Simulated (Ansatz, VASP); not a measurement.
**PbS: VASP beside Ansatz**

```
Pb S
1.0
     0.00000    3.00395    3.00395
     3.00395    0.00000    3.00395
     3.00395    3.00395    0.00000
Pb S
1 1
Cartesian
  0.0000 0.0000 0.0000
  3.0040 3.0040 3.0040
```

Alike in both runs: functional PBE; k mesh 6 × 6 × 6; no spin polarisation.

Ansatz relaxed the structure, and its values are those at the end. VASP's run is a single point on that final structure, the one shown.

|  | VASP | Ansatz |
| --- | --- | --- |
| version | VASP 6.6.1 | Ansatz 0.2.0 |
| potentials or method | VASP PAW PBE potentials, release 64 (Pb_d, S) | plane waves, PAW |
| plane-wave cutoff (eV) | 500 | 420 |
| occupations | gaussian, width 0.01 eV | fixed |
| valence electrons in the cell | 20 | 20 |

|  | VASP | Ansatz | Ansatz less VASP |
| --- | --- | --- | --- |
| pressure (GPa) | -0.1 | 0.0 | +0.07 |

Neither program's run includes spin-orbit coupling.
